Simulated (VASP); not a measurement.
# MgO (Pm-3m) in VASP: further runs

MgO is run at these levels: PBE; tasks: single point, relaxation of cell and atoms.

Everything below comes from runs of VASP 6.6.1. Logs are shortened: lines on timing, memory, paths and dates and some standing lists are left out, and cuts for length are marked.

### Step 1. The cell of the first run

Symmetry: Pm-3m, No. 221, cubic system. Conventional cell: a = 2.712 Å, b = 2.712 Å, c = 2.712 Å, α = 90.00°, β = 90.00°, γ = 90.00°. Mg (site symmetry m-3m) has 8 O at 2.35 Å and 6 Mg at 2.71 Å within 3.1 Å. O (site symmetry m-3m) has 8 Mg at 2.35 Å and 6 O at 2.71 Å within 3.1 Å.

### Step 2. Single point, PBE (volume scaled by 1.06)

INCAR reads:

```
SYSTEM = MgO
PREC     = Accurate       ! precision mode
ENCUT    = 520            ! plane-wave cutoff, eV
EDIFF    = 1E-6           ! SCF threshold, eV
ISMEAR   = 0              ! smearing method
SIGMA    = 0.02           ! smearing width, eV
LREAL    = .FALSE.        ! projectors in reciprocal space
LASPH    = .TRUE.         ! aspherical terms in the spheres
NELM     = 80             ! most SCF steps
ALGO     = Normal         ! electronic algorithm
ISIF     = 2              ! what is computed and relaxed
LWAVE    = .FALSE.        ! write WAVECAR
LCHARG   = .FALSE.        ! write CHGCAR
GGA      = PE             ! functional
NBANDS   = 11             ! bands
```

KPOINTS reads:

```
regular mesh
0
G
  10 10 10
  0 0 0
```

POSCAR reads:

```
MgO
1.0
    2.7119887325      0.0000000000      0.0000000000
    0.0000000000      2.7119887325      0.0000000000
    0.0000000000      0.0000000000      2.7119887325
Mg O
1 1
Direct
    0.0000000000      0.0000000000      0.0000000000
    0.5000000000      0.5000000000      0.5000000000
```

Potentials or basis: VASP PAW PBE potentials, release 64 (Mg, O).

Started as:

```sh
$ cat potpaw_PBE.64/Mg/POTCAR potpaw_PBE.64/O/POTCAR > POTCAR
$ mpirun -np 1 vasp_std > vasp.out
```

OUTCAR:

```text
SYSTEM = MgO
   PREC = Accurate
   ENCUT = 520
   EDIFF = 1E-6
   ISMEAR = 0
   LREAL = .FALSE.
   LASPH = .TRUE.
   NELM = 80
   ISIF = 2
   GGA = PE

 ion  position               nearest neighbor table
   1  0.000  0.000  0.000-   2 2.35   2 2.35   2 2.35   2 2.35   2 2.35   2 2.35   2 2.35   2 2.35

   2  0.500  0.500  0.500-   1 2.35   1 2.35   1 2.35   1 2.35   1 2.35   1 2.35   1 2.35   1 2.35

  LATTYP: Found a simple cubic cell.
 ALAT       =     2.7119887325

  Lattice vectors:

 A1 = (   2.7119887325,   0.0000000000,   0.0000000000)
 A2 = (   0.0000000000,   2.7119887325,   0.0000000000)
 A3 = (   0.0000000000,   0.0000000000,   2.7119887325)

Analysis of symmetry for initial positions (statically):
=====================================================================
 Subroutine PRICEL returns:
 Original cell was already a primitive cell.

 Routine SETGRP: Setting up the symmetry group for a
 simple cubic supercell.

 Subroutine GETGRP returns: Found 48 space group operations
 (whereof 48 operations were pure point group operations)
 out of a pool of 48 trial point group operations.

The static configuration has the point symmetry O_h .

Analysis of symmetry for dynamics (positions and initial velocities):
=====================================================================
 Subroutine PRICEL returns:
 Original cell was already a primitive cell.

 Routine SETGRP: Setting up the symmetry group for a
 simple cubic supercell.

 Subroutine GETGRP returns: Found 48 space group operations
 (whereof 48 operations were pure point group operations)
 out of a pool of 48 trial point group operations.

The dynamic configuration has the point symmetry O_h .

 Subroutine INISYM returns: Found 48 space group operations
 (whereof 48 operations are pure point group operations),
 and found     1 'primitive' translations

----------------------------------------------------------------------------------------

                                     Primitive cell

  volume of cell :      19.9464

  direct lattice vectors                    reciprocal lattice vectors
     2.711988733  0.000000000  0.000000000     0.368733095  0.000000000  0.000000000
     0.000000000  2.711988733  0.000000000     0.000000000  0.368733095  0.000000000
     0.000000000  0.000000000  2.711988733     0.000000000  0.000000000  0.368733095

  length of vectors
     2.711988733  2.711988733  2.711988733     0.368733095  0.368733095  0.368733095

  position of ions in fractional coordinates (direct lattice)
     0.000000000  0.000000000  0.000000000
     0.500000000  0.500000000  0.500000000

  ion indices of the primitive-cell ions
   primitive index   ion index
                 1           1
                 2           2

----------------------------------------------------------------------------------------

 KPOINTS: regular mesh

Automatic generation of k-mesh.
 Grid dimensions read from file:
 generate k-points for:   10   10   10

 Generating k-lattice:

  Cartesian coordinates                     Fractional coordinates (reciprocal lattice)
     0.036873310  0.000000000  0.000000000     0.100000000  0.000000000  0.000000000
     0.000000000  0.036873310  0.000000000     0.000000000  0.100000000  0.000000000
     0.000000000  0.000000000  0.036873310     0.000000000  0.000000000  0.100000000

  Length of vectors
     0.036873310  0.036873310  0.036873310

  Shift w.r.t. Gamma in fractional coordinates (k-lattice)
     0.000000000  0.000000000  0.000000000

 Subroutine IBZKPT returns following result:
 ===========================================

 Found     56 irreducible k-points:

 Following reciprocal coordinates:
            Coordinates               Weight
  0.000000  0.000000  0.000000      1.000000
  0.100000  0.000000  0.000000      6.000000
  0.200000  0.000000  0.000000      6.000000
  0.300000  0.000000  0.000000      6.000000
  0.400000  0.000000  0.000000      6.000000
  0.500000  0.000000  0.000000      3.000000
[... 16 lines left out ...]
  0.200000  0.100000  0.100000     24.000000
  0.300000  0.100000  0.100000     24.000000
 [... further k-points ...]
   k-points           NKPTS =     56   k-points in BZ     NKDIM =     56   number of bands    NBANDS=     11
   number of dos      NEDOS =    301   number of ions     NIONS =      2
   total plane-waves  NPLWV =   8000
   dimension x,y,z NGX =    20 NGY =   20 NGZ =   20
   dimension x,y,z NGXF=    40 NGYF=   40 NGZF=   40
   ions per type =               1   1
   NGX,Y,Z   is equivalent  to a cutoff of  12.26, 12.26, 12.26 a.u.
   NGXF,Y,Z  is equivalent  to a cutoff of  24.52, 24.52, 24.52 a.u.
 SYSTEM =  MgO
   PREC   = accura    normal or accurate (medium, high low for compatibility)
   ISTART =      0    job   : 0-new  1-cont  2-samecut
   ICHARG =      2    charge: 1-file 2-atom 10-const
   ISPIN  =      1    spin polarized calculation?
   LNONCOLLINEAR =      F non collinear calculations
   LSORBIT =      F    spin-orbit coupling
   LASPH  =      T    aspherical Exc in radial PAW
   ENCUT  =  520.0 eV  38.22 Ry    6.18 a.u.   5.04  5.04  5.04*2*pi/ulx,y,z
   NELM   =     80;   NELMIN=  2; NELMDL= -5     # of ELM steps
   EDIFF  = 0.1E-05   stopping-criterion for ELM
   LREAL  =      F    real-space projection
   EDIFFG = 0.1E-04   stopping-criterion for IOM
   NSW    =      0    number of steps for IOM
   IBRION =     -1    ionic relax: 0-MD 1-quasi-New 2-CG
   NFREE  =      0    steps in history (QN), initial steepest desc. (CG)
   ISIF   =      2    stress and relaxation
   ISYM   =      2    0-nonsym 1-usesym 2-fastsym
   POTIM  = 0.5000    time-step for ionic-motion
   TEBEG  =    0.0;   TEEND  =   0.0 temperature during run
   PSTRESS=    0.0 pullay stress
   NELECT =       8.0000    total number of electrons
   NUPDOWN=      -1.0000    fix difference up-down
   EMIN   =  10.00;   EMAX   =-10.00  energy-range for DOS
   EFERMI =   0.00;   METHOD = LEGACY
   ISMEAR =     0;   SIGMA  =   0.02  broadening in eV -4-tet -1-fermi 0-gaus
   EFERMI_NEDOS =   21; number of points for ismear=-14 and -15
   IALGO  =     38    algorithm
   IMIX   =      4    mixing-type and parameters
     AMIX     =   0.40;   BMIX     =  1.00
     AMIX_MAG =   1.60;   BMIX_MAG =  1.00
  volume/ion in A,a.u.               =       9.97        67.30
  Fermi-wavevector in a.u.,A,eV,Ry     =   1.207305  2.281475 19.831648  1.457585
  Thomas-Fermi vector in A             =   2.342946
   LORBIT       =      0    0 simple, 1 ext, 2 COOP (PROOUT), +10 PAW based schemes
   GGA     = PE    functional components
   LHFCALC =     F    Hartree Fock is set to
   AEXX    =    0.0000 exact exchange contribution
   IVDW    =     0    specifies the selected vdW correction
   LEPSILON=     F    determine dielectric tensor
   LRPA    =     F    only Hartree local field effects (RPA)
 non-spin polarized calculation
 Gauss-broadening in eV      SIGMA  =   0.02
  energy-cutoff  :      520.00
  volume of cell :       19.95
 maximum number of plane-waves:       554
   NGX = 11   NGY = 11   NGZ = 11

 number of electron       7.9999993 magnetization

 Free energy of the ion-electron system (eV)
  ---------------------------------------------------
  ext. energy  EPLUGINS =         0.00000000
  ---------------------------------------------------
  free energy    TOTEN  =       -10.37068788 eV

  energy without entropy =      -10.37068788  energy(sigma->0) =      -10.37068788

 E-fermi :   4.3939     XC(G=0): -10.9030

 val. band max:        4.2353453537   @ k =   0.5000   0.5000   0.0000
 cond. band min:       5.9991232780   @ k =   0.0000   0.0000   0.0000
 fundamental gap:      1.7637779243
 Fermi energy:         4.3939344511

 k-point     1 :       0.0000    0.0000    0.0000
  band No.  band energies     occupation
      1     -13.7086      2.00000
      2       3.3236      2.00000
      3       3.3236      2.00000
      4       3.3236      2.00000
      5       5.9991      0.00000
      6      14.5019      0.00000
      7      14.5019      0.00000
      8      23.1367      0.00000
      9      23.1367      0.00000
     10      23.1367      0.00000
     11      30.5744      0.00000

 k-point     2 :       0.1000    0.0000    0.0000
  band No.  band energies     occupation
      1     -13.6240      2.00000
      2       2.4854      2.00000
      3       3.3616      2.00000
      4       3.3616      2.00000
      5       6.6542      0.00000
      6      14.6135      0.00000
      7      14.6971      0.00000
      8      22.9995      0.00000
      9      22.9995      0.00000
     10      23.3627      0.00000
     11      29.6681      0.00000

 k-point     3 :       0.2000    0.0000    0.0000
  band No.  band energies     occupation
      1     -13.3910      2.00000
      2       0.9949      2.00000
      3       3.4632      2.00000
      4       3.4632      2.00000
      5       7.7514      0.00000
      6      14.6327      0.00000
      7      15.2783      0.00000
      8      22.5957      0.00000
      9      22.5957      0.00000
     10      24.3067      0.00000
     11      27.8293      0.00000

 k-point     4 :       0.3000    0.0000    0.0000
  band No.  band energies     occupation
      1     -13.0767      2.00000
      2      -0.4026      2.00000
      3       3.5931      2.00000
      4       3.5931      2.00000
      5       8.8706      0.00000
      6      14.1536      0.00000
      7      16.2244      0.00000
      8      22.0193      0.00000
      9      22.0193      0.00000
     10      24.8742      0.00000
     11      26.2407      0.00000
[... 239 lines left out ...]
 k-point    22 :       0.1000    0.1000    0.1000
  band No.  band energies     occupation
      1     -13.4591      2.00000
      2       2.1368      2.00000
      3       2.9276      2.00000
      4       2.9276      2.00000
      5       7.6996      0.00000
      6      14.8946      0.00000
      7      14.8946      0.00000
      8      21.7390      0.00000
      9      23.8403      0.00000
     10      23.8403      0.00000
     11      27.5591      0.00000

 k-point    23 :       0.2000    0.1000    0.1000
  band No.  band energies     occupation
      1     -13.2348      2.00000
      2       1.0861      2.00000
      3       2.7841      2.00000
      4       3.0585      2.00000
      5       8.6326      0.00000
      6      14.8514      0.00000
      7      15.2450      0.00000
      8      21.2054      0.00000
      9      23.2166      0.00000
     10      25.2180      0.00000
     11      25.9501      0.00000

 k-point    24 :       0.3000    0.1000    0.1000
  band No.  band energies     occupation
      1     -12.9333      2.00000
      2      -0.2053      2.00000
      3       2.9581      2.00000
      4       3.2275      2.00000
      5       9.6287      0.00000
      6      14.2278      0.00000
      7      15.7376      0.00000
      8      21.1521      0.00000
      9      22.2245      0.00000
     10      24.9437      0.00000
     11      25.4253      0.00000

 [... further k-points ...]

------------------------ aborting loop because EDIFF is reached ----------------------------------------

  FORCE on cell =-STRESS in cart. coord.  units (eV):
  Direction    XX          YY          ZZ          XY          YZ          ZX
  --------------------------------------------------------------------------------------
  -------------------------------------------------------------------------------------
  Total       -0.9744632     -0.9744632     -0.9744632     -0.0000000     -0.0000000      0.0000000
  in kB      -78.2730703    -78.2730703    -78.2730703     -0.0000000     -0.0000000      0.0000000
  external PRESSURE =     -78.2730703 kB  Pullay stress =       0.0000000 kB

 VOLUME and BASIS-vectors are now :
 -----------------------------------------------------------------------------
  energy-cutoff  :      520.00
  volume of cell :       19.95
      direct lattice vectors                 reciprocal lattice vectors
     2.711988733  0.000000000  0.000000000     0.368733095  0.000000000  0.000000000
     0.000000000  2.711988733  0.000000000     0.000000000  0.368733095  0.000000000
     0.000000000  0.000000000  2.711988733     0.000000000  0.000000000  0.368733095

 POSITION                                       TOTAL-FORCE (eV/Angst)
 -----------------------------------------------------------------------------------
      0.00000      0.00000      0.00000         0.000000      0.000000      0.000000
      1.35599      1.35599      1.35599         0.000000      0.000000      0.000000
 -----------------------------------------------------------------------------------
    total drift:                                0.000000      0.000000      0.000000

  FREE ENERGIE OF THE ION-ELECTRON SYSTEM (eV)
  ---------------------------------------------------
  free  energy   TOTEN  =       -10.3706878834 eV

  energy  without entropy=      -10.3706878834  energy(sigma->0) =      -10.37068788
```

It took 7.8 s on 1 thread of Intel Xeon 6975P-C (Granite Rapids), shared host; peak memory 0.13 GiB.

What came out:

```yaml
Free_energy: -10.3707 eV
Pressure: -7.8 GPa
Band_gap_on_the_k_mesh: 1.76 eV, indirect (least direct gap 2.68 eV)
```

 A k mesh can miss the band edges.

(Continued in part 2 of 2.)
